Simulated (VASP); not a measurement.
A run of VASP 6.6.1 is set up as follows.

The input INCAR:

```
PREC     = Accurate       # precision mode
ENCUT    = 520            # plane-wave cutoff, eV
EDIFF    = 1E-6           # SCF threshold, eV
ISMEAR   = -1             # smearing method
SIGMA    = 0.05           # smearing width, eV
LREAL    = F              # projectors in reciprocal space
LASPH    = T              # aspherical terms in the spheres
NELM     = 60             # most SCF steps
ALGO     = Normal         # electronic algorithm
ISIF     = 2              # what is computed and relaxed
LWAVE    = F              # write WAVECAR
LCHARG   = F              # write CHGCAR
NBANDS   = 11             # bands
```

The input KPOINTS:

```
Automatic mesh
0
Gamma
  18 18 18
```

Contents of POSCAR:

```
Pd
1.0
    0.0388980000      1.9643490000      1.9643490000
    1.9643490000      0.0388980000      1.9643490000
    1.9643490000      1.9643490000      0.0388980000
Pd
1
Direct
    0.0000000000      0.0000000000      0.0000000000
```

Potentials or basis: VASP PAW LDA potentials, release 64 (Pd).

Run with:

```bash
$ cat potpaw_LDA.64/Pd/POTCAR > POTCAR
$ mpirun -np 1 vasp_std > vasp.out
```

Task: Estimate the pressure.

Result: -7.5 GPa.

Task: What does it give for the band gap on the k mesh?

Result: Zero (bands 5 and 6 overlap by 1.62 eV).

Stress tensor (GPa, compression positive):
```
-7.54 -1.40 -1.40
-1.40 -7.54 -1.40
-1.40 -1.40 -7.54
```

Caveat: the cell differs from its parent crystal (equal xy, yz and zx shear strains of +2 %); the cell stands under tension.
